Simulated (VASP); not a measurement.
# Bi (Im-3m) in VASP: notebook

Bi is run at these levels: PBE+D3(BJ), PBE+D4, LDA; tasks: single point.

Program: VASP 6.6.1. These are calculated values, not measurements. Logs are shortened: lines on timing, memory, paths and dates and some standing lists are left out, and cuts for length are marked.

**1. The cell of the first run**

Symmetry: Im-3m, No. 229, cubic system. Conventional cell: a = 3.923 Å, b = 3.923 Å, c = 3.923 Å, α = 90.00°, β = 90.00°, γ = 90.00°. Bi (site symmetry m-3m) has 14 Bi at 3.40 to 3.92 Å within 4.5 Å.

**2. Single point, PBE+D3(BJ)**

Contents of INCAR:

```
PREC     = Accurate       # precision mode
ENCUT    = 520            # plane-wave cutoff, eV
EDIFF    = 1E-6           # SCF threshold, eV
ISMEAR   = -1             # smearing method
SIGMA    = 0.05           # smearing width, eV
LREAL    = False          # projectors in reciprocal space
LASPH    = True           # aspherical terms in the spheres
NELM     = 60             # most SCF steps
ALGO     = Normal         # electronic algorithm
ISIF     = 2              # what is computed and relaxed
LWAVE    = False          # write WAVECAR
LCHARG   = False          # write CHGCAR
GGA      = PE             # functional
IVDW     = 12             # dispersion correction
NBANDS   = 14             # bands
```

Contents of KPOINTS:

```
Automatic mesh
0
Gamma
  9 9 9
```

Contents of POSCAR:

```
Bi
1.0
   -1.9615292768      1.9615292768      1.9615292768
    1.9615292768     -1.9615292768      1.9615292768
    1.9615292768      1.9615292768     -1.9615292768
Bi
1
Direct
    0.0000000000      0.0000000000      0.0000000000
```

Potentials or basis: VASP PAW PBE potentials, release 64 (Bi_d).

The run is started by

```bash
cat potpaw_PBE.64/Bi_d/POTCAR > POTCAR
mpirun -np 1 vasp_std > vasp.out
```

OUTCAR:

```text
PREC = Accurate
   ENCUT = 520
   EDIFF = 1E-6
   ISMEAR = -1
   LREAL = False
   LASPH = True
   NELM = 60
   ISIF = 2
   GGA = PE
   IVDW = 12
 IVDW          = 12

 ion  position               nearest neighbor table
   1  0.000  0.000  0.000-

  LATTYP: Found a body centered cubic cell.
 ALAT       =     3.9230585536

  Lattice vectors:

 A1 = (  -1.9615292768,   1.9615292768,   1.9615292768)
 A2 = (   1.9615292768,  -1.9615292768,   1.9615292768)
 A3 = (   1.9615292768,   1.9615292768,  -1.9615292768)

Analysis of symmetry for initial positions (statically):
=====================================================================
 Subroutine PRICEL returns:
 Original cell was already a primitive cell.

 Routine SETGRP: Setting up the symmetry group for a
 body centered cubic supercell.

 Subroutine GETGRP returns: Found 48 space group operations
 (whereof 48 operations were pure point group operations)
 out of a pool of 48 trial point group operations.

The static configuration has the point symmetry O_h .

Analysis of symmetry for dynamics (positions and initial velocities):
=====================================================================
 Subroutine PRICEL returns:
 Original cell was already a primitive cell.

 Routine SETGRP: Setting up the symmetry group for a
 body centered cubic supercell.

 Subroutine GETGRP returns: Found 48 space group operations
 (whereof 48 operations were pure point group operations)
 out of a pool of 48 trial point group operations.

The dynamic configuration has the point symmetry O_h .

 Subroutine INISYM returns: Found 48 space group operations
 (whereof 48 operations are pure point group operations),
 and found     1 'primitive' translations

----------------------------------------------------------------------------------------

                                     Primitive cell

  volume of cell :      30.1887

  direct lattice vectors                    reciprocal lattice vectors
    -1.961529277  1.961529277  1.961529277     0.000000000  0.254903154  0.254903154
     1.961529277 -1.961529277  1.961529277     0.254903154  0.000000000  0.254903154
     1.961529277  1.961529277 -1.961529277     0.254903154  0.254903154  0.000000000

  length of vectors
     3.397468368  3.397468368  3.397468368     0.360487498  0.360487498  0.360487498

[... 84 lines left out ...]
   ISIF   =      2    stress and relaxation
   ISYM   =      2    0-nonsym 1-usesym 2-fastsym
   POTIM  = 0.5000    time-step for ionic-motion
   TEBEG  =    0.0;   TEEND  =   0.0 temperature during run
   PSTRESS=    0.0 pullay stress
   NELECT =      15.0000    total number of electrons
   NUPDOWN=      -1.0000    fix difference up-down
   EMIN   =  10.00;   EMAX   =-10.00  energy-range for DOS
   EFERMI =   0.00;   METHOD = LEGACY
   ISMEAR =    -1;   SIGMA  =   0.05  broadening in eV -4-tet -1-fermi 0-gaus
   EFERMI_NEDOS =   21; number of points for ismear=-14 and -15
   IALGO  =     38    algorithm
   IMIX   =      4    mixing-type and parameters
     AMIX     =   0.40;   BMIX     =  1.00
     AMIX_MAG =   1.60;   BMIX_MAG =  1.00
  volume/ion in A,a.u.               =      30.19       203.72
  Fermi-wavevector in a.u.,A,eV,Ry     =   1.296653  2.450319 22.875600  1.681309
  Thomas-Fermi vector in A             =   2.428096
   LORBIT       =      0    0 simple, 1 ext, 2 COOP (PROOUT), +10 PAW based schemes
   GGA     = PE    functional components
   LHFCALC =     F    Hartree Fock is set to
   AEXX    =    0.0000 exact exchange contribution
   IVDW    =    12    specifies the selected vdW correction
   LEPSILON=     F    determine dielectric tensor
   LRPA    =     F    only Hartree local field effects (RPA)
 non-spin polarized calculation
  energy-cutoff  :      520.00
  volume of cell :       30.19
 maximum number of plane-waves:       824
 NGX is ok and might be reduce to    28
   NGX = 13   NGY = 13   NGZ = 13

 number of electron      14.9999997 magnetization

 Free energy of the ion-electron system (eV)
  ---------------------------------------------------
  ext. energy  EPLUGINS =         0.00000000
  ---------------------------------------------------
  free energy    TOTEN  =        -3.75957620 eV

  energy without entropy =       -3.75532905  energy(sigma->0) =       -3.75745262

 E-fermi :   8.3742     XC(G=0): -10.4367

 val. band max:        8.3448785307   @ k =   0.2222   0.0000   0.0000
 cond. band min:       8.3838290381   @ k =  -0.2222   0.2222   0.1111
 fundamental gap:      0.0389505073
 Fermi energy:         8.3742210383

 k-point     1 :       0.0000    0.0000    0.0000
  band No.  band energies     occupation
      1     -14.7550      2.00000
      2     -14.7550      2.00000
      3     -14.7550      2.00000
      4     -14.6133      2.00000
      5     -14.6133      2.00000
      6      -5.4293      2.00000
      7      13.6484      0.00000
      8      13.6484      0.00000
      9      13.6484      0.00000
     10      17.8338      0.00000
     11      18.7858      0.00000
     12      18.7858      0.00000
     13      18.7858      0.00000
     14      20.1789      0.00000
[... 377 lines left out ...]
      1     -14.7441      2.00000
      2     -14.7072      2.00000
      3     -14.6586      2.00000
      4     -14.6185      2.00000
      5     -14.5361      2.00000
      6      -1.7622      2.00000
      7       3.7776      2.00000
      8       7.4236      2.00000
      9      11.0436      0.00000
     10      15.8017      0.00000
     11      17.2698      0.00000
     12      18.3065      0.00000
     13      19.8504      0.00000
     14      26.2275      0.00000

 [... further k-points ...]

------------------------ aborting loop because EDIFF is reached ----------------------------------------

 Edisp (eV)   -0.52206

 E8    (eV) :    -0.2565

  FORCE on cell =-STRESS in cart. coord.  units (eV):
  Direction    XX          YY          ZZ          XY          YZ          ZX
  --------------------------------------------------------------------------------------
  -------------------------------------------------------------------------------------
  Total      -0.02028    -0.02028    -0.02028     0.00000    -0.00000     0.00000
  in kB      -1.07653    -1.07653    -1.07653     0.00000    -0.00000     0.00000
  external pressure =       -1.08 kB  Pullay stress =        0.00 kB

 VOLUME and BASIS-vectors are now :
 -----------------------------------------------------------------------------
  energy-cutoff  :      520.00
  volume of cell :       30.19
      direct lattice vectors                 reciprocal lattice vectors
    -1.961529277  1.961529277  1.961529277     0.000000000  0.254903154  0.254903154
     1.961529277 -1.961529277  1.961529277     0.254903154  0.000000000  0.254903154
     1.961529277  1.961529277 -1.961529277     0.254903154  0.254903154  0.000000000

 POSITION                                       TOTAL-FORCE (eV/Angst)
 -----------------------------------------------------------------------------------
      0.00000      0.00000      0.00000        -0.000000     -0.000000      0.000000
 -----------------------------------------------------------------------------------
    total drift:                                0.000000     -0.000000     -0.000000

  FREE ENERGIE OF THE ION-ELECTRON SYSTEM (eV)
  ---------------------------------------------------
  free  energy   TOTEN  =        -4.2816342322 eV

  energy  without entropy=       -4.2773870839  energy(sigma->0) =       -4.27951066
```

OSZICAR:

```text
N       E                     dE             d eps       ncg     rms          rms(c)
DAV:   1     0.115252496421E+03    0.11525E+03   -0.76995E+03   980   0.124E+03
DAV:   2     0.289374176338E+01   -0.11236E+03   -0.10842E+03  1052   0.343E+02
DAV:   3    -0.360666841755E+01   -0.65004E+01   -0.64824E+01  1250   0.793E+01
DAV:   4    -0.375669812731E+01   -0.15003E+00   -0.15000E+00  1198   0.129E+01
DAV:   5    -0.376279595272E+01   -0.60978E-02   -0.60977E-02  1364   0.243E+00    0.459E-01
DAV:   6    -0.375980973686E+01    0.29862E-02   -0.73924E-03  1330   0.114E+00    0.272E-01
DAV:   7    -0.375950864605E+01    0.30109E-03   -0.45514E-03  1334   0.945E-01    0.791E-02
DAV:   8    -0.375958065099E+01   -0.72005E-04   -0.51960E-04  1314   0.328E-01    0.999E-03
DAV:   9    -0.375957724552E+01    0.34055E-05   -0.12715E-05  1336   0.498E-02    0.486E-03
DAV:  10    -0.375957615541E+01    0.10901E-05   -0.18684E-06  1152   0.158E-02    0.101E-03
DAV:  11    -0.375957619825E+01   -0.42839E-07   -0.24151E-07   820   0.769E-03
   1 F= -.42816342E+01 E0= -.42795107E+01  d E =-.424715E-02
```

stdout:

```text
POSCAR found type information on POSCAR Bi
 POSCAR found :  1 types and       1 ions
 scaLAPACK will be used
 LDA part: xc-table for (Slater+PW92), standard interpolation
 POSCAR, INCAR and KPOINTS ok, starting setup
 FFT: planning ... GRIDC
 FFT: planning ... GRID_SOFT
 FFT: planning ... GRID
 WAVECAR not read
 entering main loop
```

Run time: 14 s. Hardware: 1 thread of Intel Xeon Platinum 8488C (Sapphire Rapids), shared host; peak memory 0.16 GiB.

What came out:

* Free energy: -4.2816 eV
* Pressure: -0.1 GPa
* Dispersion energy per atom: -0.522 eV

Caveat: spin-orbit coupling is left out, which moves the levels of the heavy elements; pairwise dispersion overbinds metals, which lowers pressure and volume.

**3. Single point, PBE+D4**

Contents of INCAR:

```
SYSTEM = Bi
ALGO = Normal
EDIFF = 1E-6
ENCUT = 520
GGA = PE
ISIF = 2
ISMEAR = -1
IVDW = 13
LASPH = .True.
LCHARG = .True.
LELF = .True.
LREAL = .False.
LVHAR = .True.
LWAVE = .False.
NBANDS = 14
NELM = 80
PREC = Accurate
SIGMA = 0.05
```

Contents of KPOINTS:

```
k-points
0
Gamma
  9 9 9
  0 0 0
```

Contents of POSCAR:

```
Bi
1.0
   -1.9615507301      1.9615507301      1.9615507301
    1.9615507301     -1.9615507301      1.9615507301
    1.9615507301      1.9615507301     -1.9615507301
Bi
1
Direct
    0.0000000000      0.0000000000      0.0000000000
```

Potentials or basis: VASP PAW PBE potentials, release 64 (Bi_d).

The run is started by

```bash
cat potpaw_PBE.64/Bi_d/POTCAR > POTCAR
mpirun -np 1 vasp_std > vasp.out
```

Wall time 15 s (1 thread of Intel Xeon Platinum 8488C (Sapphire Rapids), shared host); peak memory 0.15 GiB.

It converged, with:

```yaml
Free_energy: -4.3224 eV
Pressure: -0.1 GPa
Dispersion_energy_per_atom: -0.563 eV
```

Levels at points of the mesh, in eV from the Fermi level:
```
           k point  band 3  band 4  band 5  band 6  band 7  band 8  band 9  band 10  band 11  band 12
(0.00, 0.00, 0.00)  -23.13  -22.99  -22.99  -13.80    5.27    5.27    5.27     9.46    10.41    10.41
```

Caveat: spin-orbit coupling is left out, which moves the levels of the heavy elements; pairwise dispersion overbinds metals, which lowers pressure and volume.

**4. Single point, LDA**

This run uses another cell than the first one, of 31.12 Å³/atom, 1.031 times its volume.

Contents of INCAR:

```
SYSTEM = Bi
ALGO = Normal
EDIFF = 1E-7
ENCUT = 520
GGA = CA
ISIF = 2
ISMEAR = -1
LASPH = .True.
LCHARG = .False.
LREAL = .False.
LWAVE = .False.
NBANDS = 14
NELM = 100
PREC = Accurate
SIGMA = 0.05
```

KPOINTS is that of step 3.

Contents of POSCAR:

```
Bi
1.0
   -1.9814305318      1.9814305318      1.9814305318
    1.9814305318     -1.9814305318      1.9814305318
    1.9814305318      1.9814305318     -1.9814305318
Bi
1
Direct
    0.0000000000      0.0000000000      0.0000000000
```

Potentials or basis: VASP PAW LDA potentials, release 64 (Bi_d).

The run is started by

```bash
cat potpaw_LDA.64/Bi_d/POTCAR > POTCAR
mpirun -np 1 vasp_std > vasp.out
```

Wall time 12 s (1 thread of Intel Xeon Platinum 8488C (Sapphire Rapids), shared host); peak memory 0.14 GiB.

The run converged. Its results:

```
Free energy : -4.4639 eV
Pressure    : -3.2 GPa
```

Levels at points of the mesh, in eV from the Fermi level:
| k point | band 4 | band 5 | band 6 | band 7 | band 8 | band 9 | band 10 | band 11 |
| --- | --- | --- | --- | --- | --- | --- | --- | --- |
| (0.00, 0.00, 0.00) | -22.85 | -22.85 | -13.54 | 5.04 | 5.04 | 5.04 | 9.22 | 10.51 |

Caveat: spin-orbit coupling is left out, which moves the levels of the heavy elements.

**5. The runs side by side**

| level | potentials or basis | cell | gap on the mesh (eV) | pressure (GPa) |
| --- | --- | --- | --- | --- |
| PBE+D3(BJ) | VASP PAW PBE potentials, release 64 (Bi_d) | a = 3.397 Å, angles 109.5°, 1 atom | none | -0.1 |
| PBE+D4 | VASP PAW PBE potentials, release 64 (Bi_d) | a = 3.398 Å, angles 109.5°, 1 atom | none | -0.1 |
| LDA | VASP PAW LDA potentials, release 64 (Bi_d) | a = 3.432 Å, angles 109.5°, 1 atom | none | -3.2 |

Alike in all rows: task single point; no spin polarisation; k mesh 9 × 9 × 9; cutoff (eV) 520; smearing fermi-dirac 0.05 eV.

Caveats: spin-orbit coupling is left out, which moves the levels of the heavy elements; pairwise dispersion overbinds metals, which lowers pressure and volume (some runs).

Absolute energies hang on the potentials; compare differences alone.
